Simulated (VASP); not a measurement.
YTe, 2 atoms in the cell. The structure is tetragonal, space group I4/mmm (No. 139). The conventional cell has a = 4.137 Å, b = 4.137 Å, c = 6.339 Å, α = 90.00°, β = 90.00°, γ = 90.00°. Within 3.9 Å of Y (site symmetry 4/mmm) lie 6 Te at 2.93 to 3.17 Å. Within 3.9 Å of Te (site symmetry 4/mmm) lie 6 Y at 2.93 to 3.17 Å.  This cell differs from its parent crystal: strain -0.040 along x and y, +0.040 along z.

```yaml
Program: VASP 6.6.1
Task: single point
Functional: PBEsol
Potentials_or_basis: VASP PAW PBE potentials, release 64 (Y_sv, Te)
Cutoff: 520 eV
k_mesh: 14 × 14 × 14
Occupations: gaussian, width 0.15 eV
Spin: no spin polarisation
Dipole_correction: no
Further_INCAR_settings: ALGO = Fast; EDIFF = 1e-06; NBANDS = 16
```

Potentials or basis: VASP PAW PBE potentials, release 64 (Y_sv, Te).

Launch:

```sh
$ cat potpaw_PBE.64/Y_sv/POTCAR potpaw_PBE.64/Te/POTCAR > POTCAR
$ mpirun -np 1 vasp_std > vasp.out
```

Hardware: 1 thread of Oxide Virtual Turin-like Processor (shared host).

**Question.** Estimate the wall time of this run.

**Answer.** It took 11 min on 1 thread of Oxide Virtual Turin-like Processor (shared host), peak memory 0.35 GiB. Counts: scf iterations 21, k points 244.
